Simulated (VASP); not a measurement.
# InP in VASP: single point with PBEsol

Aim: the single point of InP with PBEsol.

All numbers are computed with VASP 6.6.1; they aren't measurements. Logs are shortened: lines on timing, memory, paths and dates and some standing lists are left out, and cuts for length are marked.

### Step 1. The cell of the first run

The cell holds a wire or tube with vacuum around it, 16 atoms: a = 14.300 Å, b = 14.600 Å, c = 6.754 Å, α = 90.00°, β = 90.00°, γ = 90.00°.

### Step 2. Single point, PBEsol

INCAR

```
SYSTEM = InP
PREC     = Accurate       ! precision mode
ENCUT    = 520            ! plane-wave cutoff, eV
EDIFF    = 1E-6           ! SCF threshold, eV
ISMEAR   = 0              ! smearing method
SIGMA    = 0.05           ! smearing width, eV
LREAL    = Auto         
LASPH    = .True.         ! aspherical terms in the spheres
NELM     = 60             ! most SCF steps
ALGO     = Normal         ! electronic algorithm
ISIF     = 2              ! what is computed and relaxed
LWAVE    = .False.        ! write WAVECAR
LCHARG   = .False.        ! write CHGCAR
GGA      = PS             ! functional
NBANDS   = 86             ! bands
```

KPOINTS

```
Automatic mesh
0
Gamma
  1 1 7
  0 0 0
```

POSCAR

```
InP
1.0
   14.3000000000      0.0000000000      0.0000000000
    0.0000000000     14.6000000000      0.0000000000
    0.0000000000      0.0000000000      6.7535503775
In P
8 8
Direct
    0.6765936985      0.5000000000      0.6770348971
    0.5000000000      0.6729437465      0.6770574707
    0.6248777977      0.6222946111      0.1770519934
    0.3234063015      0.5000000000      0.6770348971
    0.3751222023      0.6222946111      0.1770519934
    0.5000000000      0.3270562535      0.6770574707
    0.3751222023      0.3777053889      0.1770519934
    0.6248777977      0.3777053889      0.1770519934
    0.6601788558      0.6568822825      0.8229515639
    0.7265505240      0.5000000000      0.3229465310
    0.3398211442      0.6568822825      0.8229515639
    0.5000000000      0.7218514562      0.3229539867
    0.3398211442      0.3431177175      0.8229515639
    0.2734494760      0.5000000000      0.3229465310
    0.6601788558      0.3431177175      0.8229515639
    0.5000000000      0.2781485438      0.3229539867
```

Potentials or basis: VASP PAW PBE potentials, release 64 (In_d, P).

Command:

```bash
$ cat potpaw_PBE.64/In_d/POTCAR potpaw_PBE.64/P/POTCAR > POTCAR
$ mpirun -np 1 vasp_std > vasp.out
```

OUTCAR:

```text
SYSTEM = InP
   PREC = Accurate
   ENCUT = 520
   EDIFF = 1E-6
   ISMEAR = 0
   LREAL = Auto
   LASPH = .True.
   NELM = 60
   ISIF = 2
   GGA = PS

 ion  position               nearest neighbor table
   1  0.677  0.500  0.677-  10 2.50   9 2.50  15 2.50   6 3.57   2 3.57   8 3.89   3 3.89   8 3.89
                             3 3.89
   2  0.500  0.673  0.677-  12 2.50  11 2.50   9 2.50   4 3.57   1 3.57   5 3.89   3 3.89   3 3.89
                             5 3.89
   3  0.625  0.622  0.177-   9 2.50  12 2.50  10 2.50   8 3.57   5 3.57   1 3.89   2 3.89   1 3.89
                             2 3.89
   4  0.323  0.500  0.677-  14 2.50  13 2.50  11 2.50   6 3.57   2 3.57   7 3.89   5 3.89   7 3.89
                             5 3.89
   5  0.375  0.622  0.177-  11 2.50  12 2.50  14 2.50   7 3.57   3 3.57   4 3.89   2 3.89   4 3.89
                             2 3.89
   6  0.500  0.327  0.677-  16 2.50  15 2.50  13 2.50   4 3.57   1 3.57   8 3.89   7 3.89   7 3.89
                             8 3.89
   7  0.375  0.378  0.177-  13 2.50  16 2.50  14 2.50   5 3.57   8 3.57   4 3.89   6 3.89   4 3.89
                             6 3.89
   8  0.625  0.378  0.177-  15 2.50  16 2.50  10 2.50   3 3.57   7 3.57   1 3.89   6 3.89   1 3.89
                             6 3.89
   9  0.660  0.657  0.823-   3 2.50   2 2.50   1 2.50
  10  0.727  0.500  0.323-   1 2.50   3 2.50   8 2.50
  11  0.340  0.657  0.823-   5 2.50   2 2.50   4 2.50
  12  0.500  0.722  0.323-   2 2.50   3 2.50   5 2.50
  13  0.340  0.343  0.823-   7 2.50   6 2.50   4 2.50
  14  0.273  0.500  0.323-   4 2.50   5 2.50   7 2.50
  15  0.660  0.343  0.823-   8 2.50   6 2.50   1 2.50
  16  0.500  0.278  0.323-   6 2.50   7 2.50   8 2.50

  LATTYP: Found a simple orthorhombic cell.
 ALAT       =     6.7535503775
 B/A-ratio  =     2.1174048020
 C/A-ratio  =     2.1618258818

  Lattice vectors:

 A1 = (   0.0000000000,   0.0000000000,   6.7535503775)
 A2 = (  14.3000000000,   0.0000000000,   0.0000000000)
 A3 = (   0.0000000000,  14.6000000000,   0.0000000000)

Analysis of symmetry for initial positions (statically):
=====================================================================
 Subroutine PRICEL returns:
 Original cell was already a primitive cell.

 Routine SETGRP: Setting up the symmetry group for a
 simple orthorhombic supercell.

 Subroutine GETGRP returns: Found  4 space group operations
 (whereof  4 operations were pure point group operations)
 out of a pool of  8 trial point group operations.

The static configuration has the point symmetry C_2v.

Analysis of symmetry for dynamics (positions and initial velocities):
=====================================================================
 Subroutine PRICEL returns:
 Original cell was already a primitive cell.

 Routine SETGRP: Setting up the symmetry group for a
 simple orthorhombic supercell.

 Subroutine GETGRP returns: Found  4 space group operations
 (whereof  4 operations were pure point group operations)
 out of a pool of  8 trial point group operations.

The dynamic configuration has the point symmetry C_2v.

 Subroutine INISYM returns: Found  4 space group operations
 (whereof  4 operations are pure point group operations),
 and found     1 'primitive' translations

----------------------------------------------------------------------------------------

                                     Primitive cell

  volume of cell :    1410.0062

  direct lattice vectors                    reciprocal lattice vectors
    14.300000000  0.000000000  0.000000000     0.069930070  0.000000000  0.000000000
     0.000000000 14.600000000  0.000000000     0.000000000  0.068493151  0.000000000
     0.000000000  0.000000000  6.753550377     0.000000000  0.000000000  0.148070266

  length of vectors
    14.300000000 14.600000000  6.753550377     0.069930070  0.068493151  0.148070266

  position of ions in fractional coordinates (direct lattice)
     0.676593698  0.500000000  0.677034897
     0.500000000  0.672943747  0.677057471
     0.624877798  0.622294611  0.177051993
     0.323406302  0.500000000  0.677034897
     0.375122202  0.622294611  0.177051993
     0.500000000  0.327056253  0.677057471
[... 8 lines left out ...]
     0.660178856  0.343117718  0.822951564
     0.500000000  0.278148544  0.322953987

  ion indices of the primitive-cell ions
   primitive index   ion index
                 1           1
                 2           2
                 3           3
                 4           4
                 5           5
                 6           6
[... 8 lines left out ...]
                15          15
                16          16

----------------------------------------------------------------------------------------

 KPOINTS: Automatic mesh

Automatic generation of k-mesh.
 Grid dimensions read from file:
 generate k-points for:    1    1    7

 Generating k-lattice:

  Cartesian coordinates                     Fractional coordinates (reciprocal lattice)
     0.069930070  0.000000000  0.000000000     1.000000000  0.000000000  0.000000000
     0.000000000  0.068493151  0.000000000     0.000000000  1.000000000  0.000000000
     0.000000000  0.000000000  0.021152895     0.000000000  0.000000000  0.142857143

  Length of vectors
     0.069930070  0.068493151  0.021152895

  Shift w.r.t. Gamma in fractional coordinates (k-lattice)
     0.000000000  0.000000000  0.000000000

 Subroutine IBZKPT returns following result:
 ===========================================

 Found      4 irreducible k-points:

 Following reciprocal coordinates:
            Coordinates               Weight
  0.000000  0.000000  0.000000      1.000000
  0.000000  0.000000  0.142857      2.000000
  0.000000  0.000000  0.285714      2.000000
  0.000000  0.000000  0.428571      2.000000
   k-points           NKPTS =      4   k-points in BZ     NKDIM =      4   number of bands    NBANDS=     86
   number of dos      NEDOS =    301   number of ions     NIONS =     16
   total plane-waves  NPLWV = 604800
   dimension x,y,z NGX =   108 NGY =  112 NGZ =   50
   dimension x,y,z NGXF=   216 NGYF=  224 NGZF=  100
   ions per type =               8   8
   NGX,Y,Z   is equivalent  to a cutoff of  12.56, 12.75, 12.31 a.u.
   NGXF,Y,Z  is equivalent  to a cutoff of  25.11, 25.51, 24.62 a.u.
 SYSTEM =  InP
   PREC   = accura    normal or accurate (medium, high low for compatibility)
   ISTART =      0    job   : 0-new  1-cont  2-samecut
   ICHARG =      2    charge: 1-file 2-atom 10-const
   ISPIN  =      1    spin polarized calculation?
   LNONCOLLINEAR =      F non collinear calculations
   LSORBIT =      F    spin-orbit coupling
   LASPH  =      T    aspherical Exc in radial PAW
   ENCUT  =  520.0 eV  38.22 Ry    6.18 a.u.  26.59 27.15 12.56*2*pi/ulx,y,z
   NELM   =     60;   NELMIN=  2; NELMDL= -5     # of ELM steps
   EDIFF  = 0.1E-05   stopping-criterion for ELM
   LREAL  =      T    real-space projection
   EDIFFG = 0.1E-04   stopping-criterion for IOM
   NSW    =      0    number of steps for IOM
   IBRION =     -1    ionic relax: 0-MD 1-quasi-New 2-CG
   NFREE  =      0    steps in history (QN), initial steepest desc. (CG)
   ISIF   =      2    stress and relaxation
   ISYM   =      2    0-nonsym 1-usesym 2-fastsym
   POTIM  = 0.5000    time-step for ionic-motion
   TEBEG  =    0.0;   TEEND  =   0.0 temperature during run
   PSTRESS=    0.0 pullay stress
   NELECT =     144.0000    total number of electrons
   NUPDOWN=      -1.0000    fix difference up-down
   EMIN   =  10.00;   EMAX   =-10.00  energy-range for DOS
   EFERMI =   0.00;   METHOD = LEGACY
   ISMEAR =     0;   SIGMA  =   0.05  broadening in eV -4-tet -1-fermi 0-gaus
   EFERMI_NEDOS =   21; number of points for ismear=-14 and -15
   IALGO  =     38    algorithm
   IMIX   =      4    mixing-type and parameters
     AMIX     =   0.40;   BMIX     =  1.00
     AMIX_MAG =   1.60;   BMIX_MAG =  1.00
  volume/ion in A,a.u.               =      88.13       594.70
  Fermi-wavevector in a.u.,A,eV,Ry     =   0.765224  1.446064  7.967136  0.585568
  Thomas-Fermi vector in A             =   1.865298
   LORBIT       =      0    0 simple, 1 ext, 2 COOP (PROOUT), +10 PAW based schemes
   GGA     = PS    functional components
   LHFCALC =     F    Hartree Fock is set to
   AEXX    =    0.0000 exact exchange contribution
   IVDW    =     0    specifies the selected vdW correction
   LEPSILON=     F    determine dielectric tensor
   LRPA    =     F    only Hartree local field effects (RPA)
 non-spin polarized calculation
 Gauss-broadening in eV      SIGMA  =   0.05
  energy-cutoff  :      520.00
  volume of cell :     1410.01
 maximum number of plane-waves:     37971
 NGX is ok and might be reduce to   108
   NGX = 53   NGY = 55   NGZ = 25

 number of electron     144.0000046 magnetization

 Free energy of the ion-electron system (eV)
  ---------------------------------------------------
  ext. energy  EPLUGINS =         0.00000000
  ---------------------------------------------------
  free energy    TOTEN  =       -66.05946021 eV

  energy without entropy =      -66.05946021  energy(sigma->0) =      -66.05946021

 E-fermi :  -2.2370     XC(G=0):  -3.6012

 val. band max:       -2.4756927159   @ k =   0.0000   0.0000   0.0000
 cond. band min:      -1.5367093675   @ k =   0.0000   0.0000   0.1429
 fundamental gap:      0.9389833484
 Fermi energy:        -2.2369998897

 k-point     1 :       0.0000    0.0000    0.0000
  band No.  band energies     occupation
      1     -16.5773      2.00000
      2     -16.5424      2.00000
      3     -16.5163      2.00000
      4     -16.5163      2.00000
      5     -16.4735      2.00000
      6     -16.4734      2.00000
[... 76 lines left out ...]
     83       1.2291      0.00000
     84       1.2401      0.00000

 k-point     2 :       0.0000    0.0000    0.1429
  band No.  band energies     occupation
      1     -16.5745      2.00000
      2     -16.5436      2.00000
      3     -16.5156      2.00000
      4     -16.5155      2.00000
      5     -16.4769      2.00000
      6     -16.4768      2.00000
[... 76 lines left out ...]
     83       1.1425      0.00000
     84       1.1550      0.00000

 k-point     3 :       0.0000    0.0000    0.2857
  band No.  band energies     occupation
      1     -16.5675      2.00000
      2     -16.5469      2.00000
      3     -16.5126      2.00000
      4     -16.5125      2.00000
      5     -16.4856      2.00000
      6     -16.4855      2.00000
[... 76 lines left out ...]
     83       1.1287      0.00000
     84       1.1304      0.00000

 k-point     4 :       0.0000    0.0000    0.4286
  band No.  band energies     occupation
      1     -16.5592      2.00000
      2     -16.5521      2.00000
      3     -16.5061      2.00000
      4     -16.5060      2.00000
      5     -16.4964      2.00000
      6     -16.4963      2.00000
[... 76 lines left out ...]
     83       1.0644      0.00000
     84       1.0657      0.00000
 [bands above 84 left out]

------------------------ aborting loop because EDIFF is reached ----------------------------------------

  FORCE on cell =-STRESS in cart. coord.  units (eV):
  Direction    XX          YY          ZZ          XY          YZ          ZX
  --------------------------------------------------------------------------------------
  -------------------------------------------------------------------------------------
  Total       -0.2630632     -0.1535399      0.0376194      0.0000000      0.0000000      0.0000000
  in kB       -0.2989164     -0.1744660      0.0427466      0.0000000      0.0000000      0.0000000
  external PRESSURE =      -0.1435453 kB  Pullay stress =       0.0000000 kB

 VOLUME and BASIS-vectors are now :
 -----------------------------------------------------------------------------
  energy-cutoff  :      520.00
  volume of cell :     1410.01
      direct lattice vectors                 reciprocal lattice vectors
    14.300000000  0.000000000  0.000000000     0.069930070  0.000000000  0.000000000
     0.000000000 14.600000000  0.000000000     0.000000000  0.068493151  0.000000000
     0.000000000  0.000000000  6.753550377     0.000000000  0.000000000  0.148070266

 POSITION                                       TOTAL-FORCE (eV/Angst)
 -----------------------------------------------------------------------------------
      9.67529      7.30000      4.57239        -0.005408      0.000000      0.012098
      7.15000      9.82498      4.57254         0.000000      0.012590      0.007780
      8.93575      9.08550      1.19573        -0.000835     -0.030934      0.022987
      4.62471      7.30000      4.57239         0.005408      0.000000      0.012098
      5.36425      9.08550      1.19573         0.000835     -0.030934      0.022987
      7.15000      4.77502      4.57254         0.000000     -0.012590      0.007780
[... 8 lines left out ...]
      9.44056      5.00952      5.55784        -0.001159      0.001968     -0.016677
      7.15000      4.06097      2.18109         0.000000      0.001775     -0.017996
 -----------------------------------------------------------------------------------
    total drift:                                0.000000      0.000000      0.018430

  FREE ENERGIE OF THE ION-ELECTRON SYSTEM (eV)
  ---------------------------------------------------
  free  energy   TOTEN  =       -66.0594602102 eV

  energy  without entropy=      -66.0594602102  energy(sigma->0) =      -66.05946021
```

It took 14 min on 1 thread of AMD EPYC 9R45 (Zen 5), shared host; peak memory 1.1 GiB.

What came out:

```
Free energy            : -66.0595 eV
Largest force          : 0.039 eV/Å
Band gap on the k mesh : 0.94 eV (least direct gap 0.98 eV)
```

Forces in eV/Å, atoms in the order of the input:
```
In  -0.005  0.000  0.012
In   0.000  0.013  0.008
In  -0.001 -0.031  0.023
In   0.005  0.000  0.012
In   0.001 -0.031  0.023
In   0.000 -0.013  0.008
In   0.001  0.031  0.023
In  -0.001  0.031  0.023
P   -0.001 -0.002 -0.017
P   -0.005  0.000 -0.015
P    0.001 -0.002 -0.017
P    0.000 -0.002 -0.018
P    0.001  0.002 -0.017
P    0.005  0.000 -0.015
P   -0.001  0.002 -0.017
P    0.000  0.002 -0.018
```

Levels at points of the mesh, in eV from the valence-band top:
```tsv
k point	band 69	band 70	band 71	band 72	band 73	band 74	band 75	band 76
(0.00, 0.00, 0.00)	-0.30	-0.30	-0.29	0.00	0.98	1.56	2.16	2.74
```

Caveat: the PAW data sets were made with another functional, which shifts forces and pressure a little; spin-orbit coupling is left out, which moves the levels of the heavy elements.
